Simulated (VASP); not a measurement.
A run of VASP 6.6.1:

Contents of INCAR:

```
SYSTEM = C
PREC     = Accurate       ! precision mode
ENCUT    = 520            ! plane-wave cutoff, eV
EDIFF    = 1E-8           ! SCF threshold, eV
ISMEAR   = 0              ! smearing method
SIGMA    = 0.01           ! smearing width, eV
LREAL    = .False.        ! projectors in reciprocal space
LASPH    = .True.         ! aspherical terms in the spheres
NELM     = 100            ! most SCF steps
ALGO     = Normal         ! electronic algorithm
ISIF     = 2              ! what is computed and relaxed
LWAVE    = .False.        ! write WAVECAR
LCHARG   = .False.        ! write CHGCAR
IBRION   = 8              ! ionic algorithm
NSW      = 1              ! ionic steps
```

KPOINTS

```
Automatic mesh
0
Gamma
  12 12 12
  0 0 0
```

The input POSCAR:

```
C
1.0
    1.7537815652      1.7537815652      0.0000000000
   -1.7537815652      1.7537815652      0.0000000000
    0.0000000000      1.7537815652      1.7537815652
C
2
Direct
    0.5000000000      0.5000000000      0.0000000000
    0.7500000000      0.2500000000      0.5000000000
```

Potentials or basis: VASP PAW LDA potentials, release 64 (C).

Launch:

```bash
$ cat potpaw_LDA.64/C/POTCAR > POTCAR
$ mpirun -np 1 vasp_std > vasp.out
```

Hardware: 1 thread of Intel(R) Xeon(R) Platinum 8375C CPU @ 2.90GHz (Ice Lake), on a shared host.

Estimate the wall time of this run.

It took 30 s on 1 thread of Intel(R) Xeon(R) Platinum 8375C CPU @ 2.90GHz (Ice Lake) (shared host), peak memory 0.15 GiB. Counts: scf iterations 25, k points 72.
